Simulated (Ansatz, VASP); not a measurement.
# MnBr3: VASP beside Ansatz

```
Mn Br
1.0
     5.21000    0.00000    0.00000
     0.00000    5.21000    0.00000
     0.00000    0.00000    5.21000
Mn Br
1 3
Cartesian
  0.0000 0.0000 0.0000
  2.6050 0.0000 0.0000
  0.0000 0.0000 2.6050
  0.0000 2.6050 0.0000
```

Alike in both runs: task single point; functional PBEsol; k mesh 6 × 6 × 6; occupations gaussian, width 0.05 eV; collinear spin.

|  | VASP | Ansatz |
| --- | --- | --- |
| version | VASP 6.6.1 | Ansatz 0.2.0 |
| potentials or method | VASP PAW PBE potentials, release 64 (Mn_pv, Br), cutoff 520 eV | scalar-relativistic, plane waves, PAW |
| valence electrons in the cell | 34 | 36 |

|  | VASP | Ansatz | Ansatz less VASP |
| --- | --- | --- | --- |
| gap on the k mesh at the Fermi level (eV) | none | none | - |
| pressure (GPa) | -3.3 | -3.4 | -0.06 |
| net moment per atom (μB) | 1.08 | 1.07 | -0.005 |
| size of the moment on the site where the two differ most (μB) | 3.96 | 3.92 | -0.042 |

VASP's potentials were made for PBE, not for PBEsol. Site moments also hang on the region over which each program counts them. A gap of «none» marks a metal or a gap that the smearing closes. VASP's potentials hold 34 valence electrons a cell and Ansatz's 36, so a difference there can come from the potentials and not from the codes.
